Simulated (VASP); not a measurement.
Set up this calculation in VASP 6.6.1, as the native input.

```yaml
Task: single point
Functional: r2SCAN
Potentials_or_basis: VASP PAW PBE potentials, release 64 (Mo_sv, Te)
Cutoff: 550 eV
k_mesh: 6 × 6 × 2
Occupations: gaussian, width 0.01 eV
Spin: no spin polarisation
Dipole_correction: no
Further_INCAR_settings: ALGO = Normal; EDIFF = 1e-06; NBANDS = 35
```

The system is Te2Mo.

```xyz
6
Lattice="3.5421 0.0000 0.0000 -1.7711 3.0676 0.0000 0.0000 0.0000 14.1767" Properties=species:S:1:pos:R:3 pbc="T T T"
Mo    0.0000    2.0451    3.5442
Mo    1.7711    1.0225   10.6325
Te    1.7711    1.0225    5.3387
Te    1.7711    1.0225    1.7496
Te    0.0000    2.0451   12.4271
Te    0.0000    2.0451    8.8380
```

One way to write it, as run:

POSCAR

```
Te2Mo
1.0
    3.5421311219      0.0000000000      0.0000000000
   -1.7710655610      3.0675755351      0.0000000000
    0.0000000000      0.0000000000     14.1766718530
Mo Te
2 4
Direct
    0.3333333333      0.6666666667      0.2500000000
    0.6666666667      0.3333333333      0.7500000000
    0.6666666667      0.3333333333      0.3765845064
    0.6666666667      0.3333333333      0.1234154936
    0.3333333333      0.6666666667      0.8765845064
    0.3333333333      0.6666666667      0.6234154936
```

INCAR.step1

```
SYSTEM = Te2Mo
PREC = Accurate ; ENCUT = 550
ISMEAR = 0 ; SIGMA = 0.01
LREAL = .False. ; LASPH = .True.
NELM = 120 ; NBANDS = 35
GGA = PE ; ALGO = Normal
EDIFF = 1E-5 ; LWAVE = .True.
LCHARG = .False. ; GGA_COMPAT = .False.
```

INCAR.step2

```
SYSTEM = Te2Mo
PREC = Accurate ; ENCUT = 550
EDIFF = 1E-6 ; ISMEAR = 0
SIGMA = 0.01 ; LREAL = .False.
LASPH = .True. ; NELM = 120
ALGO = Normal ; ISIF = 2
LWAVE = .False. ; LCHARG = .True.
METAGGA = R2SCAN ; LMIXTAU = .True.
LELF = .True. ; LVHAR = .True.
NBANDS = 35 ; ISTART = 1
GGA_COMPAT = .False.
```

KPOINTS

```
Automatic mesh
0
Gamma
  6 6 2
  0 0 0
```

Potentials or basis: VASP PAW PBE potentials, release 64 (Mo_sv, Te).

The run is started by

```bash
$ cat potpaw_PBE.64/Mo_sv/POTCAR potpaw_PBE.64/Te/POTCAR > POTCAR
$ cp INCAR.step1 INCAR
$ mpirun -np 1 vasp_std > vasp.out
$ cp INCAR.step2 INCAR
$ mpirun -np 1 vasp_std > vasp.out
```

It gave:

| Quantity | Value |
| --- | --- |
| Pressure | 1.3 GPa |
| Largest force | 0.003 eV/Å |
| Band gap on the k mesh | 0.99 eV (least direct gap 1.08 eV) |

Caveat: the PAW data sets were made with another functional, which shifts forces and pressure a little; spin-orbit coupling is left out, which moves the levels of the heavy elements.

It took 8.8 min on 1 thread of Intel Xeon 8259CL, with other jobs on the host, peak memory 0.34 GiB.
